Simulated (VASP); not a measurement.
Wanted: the native input for a VASP 6.6.1 run.

```yaml
Task: single point
Functional: PBEsol
Potentials_or_basis: VASP PAW PBE potentials, release 64 (Mg, S)
Cutoff: 600 eV
k_mesh: 8 × 8 × 8
Occupations: gaussian, width 0.02 eV
Spin: no spin polarisation
Dipole_correction: no
Further_INCAR_settings: ALGO = Normal; EDIFF = 1e-06; NBANDS = 11
```

The structure of MgS (ha.bB) lies in POSCAR:

```
MgS
1.0
    0.0000000000      2.8257734658      2.8257734658
    2.8257734658      0.0000000000      2.8257734658
    2.8257734658      2.8257734658      0.0000000000
Mg S
1 1
Direct
    0.0000000000      0.0000000000      0.0000000000
    0.2500000000      0.2500000000      0.2500000000
```

The input as run:

INCAR

```
SYSTEM = MgS
  PREC = Accurate
  ENCUT = 600
  EDIFF = 1E-6
  ISMEAR = 0
  SIGMA = 0.02
  LREAL = .FALSE.
  LASPH = .TRUE.
  NELM = 120
  ALGO = Normal
  ISIF = 2
  LWAVE = .FALSE.
  LCHARG = .TRUE.
  GGA = PS
  LELF = .TRUE.
  LVHAR = .TRUE.
  NBANDS = 11
  GGA_COMPAT = .FALSE.
```

KPOINTS

```
Automatic mesh
0
G
  8 8 8
  0 0 0
```

Potentials or basis: VASP PAW PBE potentials, release 64 (Mg, S).

Command:

```console
$ cat potpaw_PBE.64/Mg/POTCAR potpaw_PBE.64/S/POTCAR > POTCAR
$ mpirun -np 1 vasp_std > vasp.out
```

It gave:

```
Pressure               : -0.1 GPa
Band gap on the k mesh : 3.32 eV, direct
```

Caveat: the PAW data sets were made with another functional, which shifts forces and pressure a little.

Wall time 12 s on 1 thread of Intel(R) Xeon(R) Platinum 8488C (Sapphire Rapids) (shared host), peak memory 0.18 GiB.
